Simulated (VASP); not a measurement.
# InBiO (P-6m2) in VASP: a series of runs

Runs on InBiO. Level: PBE. Tasks: relaxation of cell and atoms.

Everything below comes from runs of VASP 6.6.1. Logs are shortened: lines on timing, memory, paths and dates and some standing lists are left out, and cuts for length are marked.

## (1) The cell of the first run

It takes space group P-6m2 (No. 187, hexagonal). The conventional cell has a = 4.453 Å, b = 4.453 Å, c = 4.409 Å, α = 90.00°, β = 90.00°, γ = 120.00°. In (site symmetry -6m2) has 3 O at 2.57 Å and 6 Bi at 3.39 Å within 3.4 Å. Bi (site symmetry -6m2) has 6 In at 3.39 Å and 6 O at 3.39 Å and 8 Bi at 4.41 to 4.45 Å within 4.5 Å. O (site symmetry -6m2) has 3 In at 2.57 Å and 6 Bi at 3.39 Å within 3.4 Å.

## (2) Relaxation of cell and atoms, PBE

INCAR

```
SYSTEM = InBiO
PREC     = Accurate       ! precision mode
ENCUT    = 600            ! plane-wave cutoff, eV
EDIFF    = 1E-6           ! SCF threshold, eV
ISMEAR   = 0              ! smearing method
SIGMA    = 0.1            ! smearing width, eV
LREAL    = .FALSE.        ! projectors in reciprocal space
LASPH    = .TRUE.         ! aspherical terms in the spheres
NELM     = 60             ! most SCF steps
ALGO     = Normal         ! electronic algorithm
ISIF     = 3              ! what is computed and relaxed
LWAVE    = .FALSE.        ! write WAVECAR
LCHARG   = .FALSE.        ! write CHGCAR
GGA      = PE             ! functional
IBRION   = 2              ! ionic algorithm
NSW      = 90             ! ionic steps
EDIFFG   = -0.04          ! ionic threshold
```

KPOINTS

```
regular mesh
0
G
  6 6 4
  0 0 0
```

POSCAR

```
InBiO
1.0
    4.4527030300      0.0000000000      0.0000000000
   -2.2263515100      3.8561539400      0.0000000000
    0.0000000000      0.0000000000      4.4086072600
In Bi O
1 1 1
Direct
    0.0000000000      0.0000000000      0.5000000000
    0.3333333300      0.6666666700      0.0000000000
    0.6666666700      0.3333333300      0.5000000000
```

Potentials or basis: VASP PAW PBE potentials, release 64 (In_d, Bi_d, O).

Run with:

```sh
> cat potpaw_PBE.64/In_d/POTCAR potpaw_PBE.64/Bi_d/POTCAR potpaw_PBE.64/O/POTCAR > POTCAR
> mpirun -np 1 vasp_std > vasp.out
```

OUTCAR:

```text
SYSTEM = InBiO
   PREC = Accurate
   ENCUT = 600
   EDIFF = 1E-6
   ISMEAR = 0
   LREAL = .FALSE.
   LASPH = .TRUE.
   NELM = 60
   ISIF = 3
   GGA = PE
   IBRION = 2
   NSW = 90
   EDIFFG = -0.04

 ion  position               nearest neighbor table
   1  0.000  0.000  0.500-   3 2.57   3 2.57   3 2.57   2 3.39   2 3.39   2 3.39   2 3.39   2 3.39
                             2 3.39
   2  0.333  0.667  0.000-   1 3.39   1 3.39   1 3.39   1 3.39   1 3.39   1 3.39
   3  0.667  0.333  0.500-   1 2.57   1 2.57   1 2.57

  LATTYP: Found a hexagonal cell.
 ALAT       =     4.4527030300
 C/A-ratio  =     0.9900968536

  Lattice vectors:

 A1 = (   4.4527030300,   0.0000000000,   0.0000000000)
 A2 = (  -2.2263515100,   3.8561539400,   0.0000000000)
 A3 = (   0.0000000000,   0.0000000000,   4.4086072600)

Analysis of symmetry for initial positions (statically):
=====================================================================
 Subroutine PRICEL returns:
 Original cell was already a primitive cell.

 Routine SETGRP: Setting up the symmetry group for a
 hexagonal supercell.

 Subroutine GETGRP returns: Found 12 space group operations
 (whereof 12 operations were pure point group operations)
 out of a pool of 24 trial point group operations.

The static configuration has the point symmetry D_3h.

Analysis of symmetry for dynamics (positions and initial velocities):
=====================================================================
 Subroutine PRICEL returns:
 Original cell was already a primitive cell.

 Routine SETGRP: Setting up the symmetry group for a
 hexagonal supercell.

 Subroutine GETGRP returns: Found 12 space group operations
 (whereof 12 operations were pure point group operations)
 out of a pool of 24 trial point group operations.

The dynamic configuration has the point symmetry D_3h.

 Subroutine INISYM returns: Found 12 space group operations
 (whereof 12 operations are pure point group operations),
 and found     1 'primitive' translations

----------------------------------------------------------------------------------------

                                     Primitive cell

  volume of cell :      75.6971

  direct lattice vectors                    reciprocal lattice vectors
     4.452703030  0.000000000  0.000000000     0.224582685  0.129662873  0.000000000
    -2.226351510  3.856153940  0.000000000     0.000000000  0.259325747  0.000000000
     0.000000000  0.000000000  4.408607260     0.000000000  0.000000000  0.226829005

  length of vectors
     4.452703030  4.452703028  4.408607260     0.259325747  0.259325747  0.226829005

  position of ions in fractional coordinates (direct lattice)
     0.000000000  0.000000000  0.500000000
     0.333333330  0.666666670  0.000000000
     0.666666670  0.333333330  0.500000000

  ion indices of the primitive-cell ions
   primitive index   ion index
                 1           1
                 2           2
                 3           3

----------------------------------------------------------------------------------------

 KPOINTS: regular mesh

Automatic generation of k-mesh.
 Grid dimensions read from file:
 generate k-points for:    6    6    4

 Generating k-lattice:

  Cartesian coordinates                     Fractional coordinates (reciprocal lattice)
     0.037430447  0.021610479  0.000000000     0.166666667  0.000000000  0.000000000
     0.000000000  0.043220958  0.000000000     0.000000000  0.166666667  0.000000000
     0.000000000  0.000000000  0.056707251     0.000000000  0.000000000  0.250000000

  Length of vectors
     0.043220958  0.043220958  0.056707251

  Shift w.r.t. Gamma in fractional coordinates (k-lattice)
     0.000000000  0.000000000  0.000000000

 Subroutine IBZKPT returns following result:
 ===========================================

 Found     21 irreducible k-points:

 Following reciprocal coordinates:
            Coordinates               Weight
  0.000000  0.000000  0.000000      1.000000
  0.166667  0.000000  0.000000      6.000000
  0.333333  0.000000  0.000000      6.000000
  0.500000 -0.000000  0.000000      3.000000
  0.166667  0.166667  0.000000      6.000000
  0.333333  0.166667  0.000000     12.000000
[... 13 lines left out ...]
  0.333333  0.166667  0.500000     12.000000
  0.333333  0.333333  0.500000      2.000000
   k-points           NKPTS =     21   k-points in BZ     NKDIM =     21   number of bands    NBANDS=     21
   number of dos      NEDOS =    301   number of ions     NIONS =      3
   total plane-waves  NPLWV =  46656
   dimension x,y,z NGX =    36 NGY =   36 NGZ =   36
   dimension x,y,z NGXF=    72 NGYF=   72 NGZF=   72
   ions per type =               1   1   1
   NGX,Y,Z   is equivalent  to a cutoff of  13.44, 13.44, 13.58 a.u.
   NGXF,Y,Z  is equivalent  to a cutoff of  26.88, 26.88, 27.15 a.u.
 SYSTEM =  InBiO
   PREC   = accura    normal or accurate (medium, high low for compatibility)
   ISTART =      0    job   : 0-new  1-cont  2-samecut
   ICHARG =      2    charge: 1-file 2-atom 10-const
   ISPIN  =      1    spin polarized calculation?
   LNONCOLLINEAR =      F non collinear calculations
   LSORBIT =      F    spin-orbit coupling
   LASPH  =      T    aspherical Exc in radial PAW
   ENCUT  =  600.0 eV  44.10 Ry    6.64 a.u.   8.89  8.89  8.81*2*pi/ulx,y,z
   NELM   =     60;   NELMIN=  2; NELMDL= -5     # of ELM steps
   EDIFF  = 0.1E-05   stopping-criterion for ELM
   LREAL  =      F    real-space projection
   EDIFFG = -.4E-01   stopping-criterion for IOM
   NSW    =     90    number of steps for IOM
   IBRION =      2    ionic relax: 0-MD 1-quasi-New 2-CG
   NFREE  =      1    steps in history (QN), initial steepest desc. (CG)
   ISIF   =      3    stress and relaxation
   ISYM   =      2    0-nonsym 1-usesym 2-fastsym
   POTIM  = 0.5000    time-step for ionic-motion
   TEBEG  =    0.0;   TEEND  =   0.0 temperature during run
   PSTRESS=    0.0 pullay stress
   NELECT =      34.0000    total number of electrons
   NUPDOWN=      -1.0000    fix difference up-down
   EMIN   =  10.00;   EMAX   =-10.00  energy-range for DOS
   EFERMI =   0.00;   METHOD = LEGACY
   ISMEAR =     0;   SIGMA  =   0.10  broadening in eV -4-tet -1-fermi 0-gaus
   EFERMI_NEDOS =   21; number of points for ismear=-14 and -15
   IALGO  =     38    algorithm
   IMIX   =      4    mixing-type and parameters
     AMIX     =   0.40;   BMIX     =  1.00
     AMIX_MAG =   1.60;   BMIX_MAG =  1.00
  volume/ion in A,a.u.               =      25.23       170.28
  Fermi-wavevector in a.u.,A,eV,Ry     =   1.253741  2.369228 21.386556  1.571868
  Thomas-Fermi vector in A             =   2.387580
   LORBIT       =      0    0 simple, 1 ext, 2 COOP (PROOUT), +10 PAW based schemes
   GGA     = PE    functional components
   LHFCALC =     F    Hartree Fock is set to
   AEXX    =    0.0000 exact exchange contribution
   IVDW    =     0    specifies the selected vdW correction
   LEPSILON=     F    determine dielectric tensor
   LRPA    =     F    only Hartree local field effects (RPA)
 conjugate gradient relaxation of ions
 non-spin polarized calculation
 Gauss-broadening in eV      SIGMA  =   0.10
  energy-cutoff  :      600.00
  volume of cell :       75.70
 maximum number of plane-waves:      2543
 NGX is ok and might be reduce to    36
   NGX = 17   NGY = 17   NGZ = 17

--------------------------------------- Ionic step        1  -------------------------------------------

 number of electron      33.9999999 magnetization

 Free energy of the ion-electron system (eV)
  ---------------------------------------------------
  ext. energy  EPLUGINS =         0.00000000
  ---------------------------------------------------
  free energy    TOTEN  =       -11.16115426 eV

  energy without entropy =      -11.14090662  energy(sigma->0) =      -11.15103044

 E-fermi :   5.4678     XC(G=0):  -9.6529

 val. band max:        5.4578469329   @ k =   0.3333   0.1667   0.5000
 cond. band min:       5.4915382288   @ k =   0.3333   0.3333   0.5000
 fundamental gap:      0.0336912960
 Fermi energy:         5.4677960884

 k-point     1 :       0.0000    0.0000    0.0000
  band No.  band energies     occupation
      1     -17.9295      2.00000
      2     -17.9227      2.00000
      3     -17.9227      2.00000
      4     -17.9206      2.00000
      5     -17.9206      2.00000
      6     -11.5284      2.00000
[... 597 lines left out ...]
  FREE ENERGIE OF THE ION-ELECTRON SYSTEM (eV)
  ---------------------------------------------------
  free  energy   TOTEN  =       -11.6753776264 eV

  energy  without entropy=      -11.6567490616  energy(sigma->0) =      -11.66606334

[... ionic steps 4 to 15 ...]

--------------------------------------- Ionic step       16  -------------------------------------------

 number of electron      34.0000014 magnetization

------------------------ aborting loop because EDIFF is reached ----------------------------------------

  FORCE on cell =-STRESS in cart. coord.  units (eV):
  Direction    XX          YY          ZZ          XY          YZ          ZX
  --------------------------------------------------------------------------------------
  -------------------------------------------------------------------------------------
  Total       -0.9647192     -0.9647192     -0.4389116     -0.0000000      0.0000000      0.0000000
  in kB      -22.5291783    -22.5291783    -10.2499437     -0.0000000      0.0000000      0.0000000
  external PRESSURE =     -18.4361001 kB  Pullay stress =       0.0000000 kB
[... 59 lines left out ...]
  energy  without entropy=      -12.6909176904  energy(sigma->0) =      -12.69915914

--------------------------------------- Ionic step       18  -------------------------------------------

 number of electron      34.0000008 magnetization

 Free energy of the ion-electron system (eV)
  ---------------------------------------------------
  ext. energy  EPLUGINS =         0.00000000
  ---------------------------------------------------
  free energy    TOTEN  =       -12.70745056 eV

  energy without entropy =      -12.69099485  energy(sigma->0) =      -12.69922270

 E-fermi :   6.7970     XC(G=0): -10.1781

 val. band max:        6.7499104640   @ k =   0.3333   0.1667   0.5000
 cond. band min:       6.8011919897   @ k =   0.3333   0.1667   0.0000
 fundamental gap:      0.0512815256
 Fermi energy:         6.7970321176

 k-point     1 :       0.0000    0.0000    0.0000
  band No.  band energies     occupation
      1     -15.9200      2.00000
      2     -15.9200      2.00000
      3     -15.8147      2.00000
      4     -15.7805      2.00000
      5     -15.7805      2.00000
      6     -12.6452      2.00000
[... 523 lines left out ...]
  FREE ENERGIE OF THE ION-ELECTRON SYSTEM (eV)
  ---------------------------------------------------
  free  energy   TOTEN  =       -12.7074505567 eV

  energy  without entropy=      -12.6909948488  energy(sigma->0) =      -12.69922270

 reached required accuracy - stopping structural energy minimisation
```

Wall time 3.7 min (1 thread of Intel Xeon 6975P-C (Granite Rapids), shared host); peak memory 0.25 GiB.

What came out:

* Free energy: -12.7075 eV
* Relaxed volume: 22.28 Å³/atom
* Relaxed cell: a = 3.646 Å, b = 3.646 Å, c = 5.808 Å, α = 90.00°, β = 90.00°, γ = 120.00°
* Space group after relaxing (to 0.05 Å): P-6m2 (No. 187)
* Energy gained by relaxing: 515.4 meV/atom
* Ionic steps: 18
* Pressure after relaxing: 0.0 GPa
* Band gap on the k mesh: zero (band 17 reaches 8.67 eV, above the bottom of band 18 at 6.75 eV)

Stress tensor (GPa, compression positive):
```
-0.10  0.00  0.00
 0.00 -0.10  0.00
 0.00  0.00  0.23
```

Step by step:
| step | energy change (eV) | largest force (eV/Å) | pressure (GPa) | volume (Å³) |
| --- | --- | --- | --- | --- |
| 1 | 0.0000 | 0.0000 | -8.83 | 75.70 |
| 2 | -0.5141 | 0.0000 | 1.34 | 61.42 |
| 3 | -0.5142 | 0.0000 | 1.11 | 61.62 |
| 4 | -0.6559 | 0.0000 | 2.10 | 61.10 |
| 5 | -0.9684 | 0.0000 | 5.54 | 59.46 |
| 6 | -0.7529 | 0.0000 | 24.85 | 54.50 |
| 7 | -1.1305 | 0.0000 | 10.12 | 57.79 |
| 8 | -1.0775 | 0.0000 | 16.10 | 56.22 |
| 9 | -1.1220 | 0.0000 | 13.66 | 56.80 |
| 10 | -1.1513 | 0.0000 | 13.50 | 57.05 |
| 11 | -1.2169 | 0.0000 | 13.19 | 57.78 |
| 12 | -1.2353 | 0.0000 | 13.52 | 59.09 |
| 13 | -1.2468 | 0.0000 | 13.32 | 58.72 |
| 14 | -1.3185 | 0.0000 | 11.25 | 59.67 |
| 15 | -1.4709 | 0.0000 | 5.87 | 62.55 |
| 16 | -1.5363 | 0.0000 | -1.84 | 68.61 |
| 17 | -1.5462 | 0.0000 | -0.16 | 67.02 |
| 18 | -1.5463 | 0.0000 | 0.01 | 66.85 |

Final structure:
```
In Bi O
1.0
     3.64568    0.00000    0.00000
    -1.82284    3.15725    0.00000
     0.00000    0.00000    5.80781
In Bi O
1 1 1
Direct
  0.00000 0.00000 0.50000
  0.33333 0.66667 0.00000
  0.66667 0.33333 0.50000
```

Caveat: spin-orbit coupling is left out, which moves the levels of the heavy elements.

## (3) Relaxation of cell and atoms, PBE

This run uses another cell than the first one, of 22.77 Å³/atom, 0.902 times its volume.

INCAR

```
SYSTEM = InBiO
PREC = Accurate
ENCUT = 600
EDIFF = 1E-6
ISMEAR = 0
SIGMA = 0.1
LREAL = .FALSE.
LASPH = .TRUE.
NELM = 60
ALGO = Normal
ISIF = 3
LWAVE = .FALSE.
LCHARG = .FALSE.
GGA = PE
IBRION = 2
NSW = 100
EDIFFG = -0.01
```

KPOINTS

```
Automatic mesh
0
G
  12 12 8
  0 0 0
```

POSCAR

```
InBiO
1.0
    3.6292716258      0.0000000000      0.0000000000
   -1.8146358129      3.1430414252      0.0000000000
    0.0000000000      0.0000000000      5.9887374400
In Bi O
1 1 1
Direct
    0.0000000000      0.0000000000      0.5000000000
    0.3333333333      0.6666666667      0.0000000000
    0.6666666667      0.3333333333      0.5000000000
```

Potentials or basis: VASP PAW PBE potentials, release 64 (In_d, Bi_d, O).

Run with:

```sh
> cat potpaw_PBE.64/In_d/POTCAR potpaw_PBE.64/Bi_d/POTCAR potpaw_PBE.64/O/POTCAR > POTCAR
> mpirun -np 1 vasp_std > vasp.out
```

It took 4.1 min on 1 thread of Intel Xeon 6975P-C (Granite Rapids), shared host; peak memory 0.34 GiB.

It converged, with:

```
Free energy                            : -12.8062 eV
Relaxed volume                         : 23.05 Å³/atom
Relaxed cell                           : a = 3.621 Å, b = 3.621 Å, c = 6.087 Å, α = 90.00°, β = 90.00°, γ = 120.00°
Space group after relaxing (to 0.05 Å) : P-6m2 (No. 187)
Energy gained by relaxing              : 1.1 meV/atom
Ionic steps                            : 6
Pressure after relaxing                : 0.0 GPa
Band gap on the k mesh                 : zero (band 17 reaches 8.11 eV, above the bottom of band 18 at 6.07 eV)
```

The path:
```tsv
step	energy change (eV)	largest force (eV/Å)	pressure (GPa)	volume (Å³)
1	0.0000	0.0000	0.19	68.31
2	-0.0020	0.0000	0.15	68.58
3	-0.0026	0.0000	0.15	68.72
4	-0.0032	0.0000	0.14	69.01
5	-0.0031	0.0000	-0.11	69.30
6	-0.0032	0.0000	-0.01	69.14
```

Final structure:
```yaml
crystal:
  lattice:
    - [3.62145, 0.00000, 0.00000]
    - [-1.81072, 3.13627, 0.00000]
    - [0.00000, 0.00000, 6.08701]
  atoms:
    - { symbol: In, position: [0.00000, 0.00000, 0.50000] }
    - { symbol: Bi, position: [0.33333, 0.66667, 0.00000] }
    - { symbol: O, position: [0.66667, 0.33333, 0.50000] }
```

Levels at points of the mesh, in eV from the Fermi level:
| k point | band 14 | band 15 | band 16 | band 17 | band 18 | band 19 | band 20 | band 21 |
| --- | --- | --- | --- | --- | --- | --- | --- | --- |
| (0.00, 0.00, 0.00) | -3.66 | -3.66 | -2.52 | -0.96 | 3.95 | 3.95 | 7.33 | 7.51 |
| (0.50, 0.00, 0.00) | -4.90 | -3.52 | -3.52 | -0.65 | 1.62 | 1.84 | 2.86 | 3.83 |
| (0.00, 0.00, 0.50) | -4.14 | -3.66 | -3.66 | 1.24 | 3.52 | 4.07 | 4.07 | 7.52 |
| (0.50, 0.00, 0.50) | -4.88 | -4.35 | -2.62 | -0.36 | 0.90 | 1.81 | 3.41 | 5.95 |

Caveat: spin-orbit coupling is left out, which moves the levels of the heavy elements.
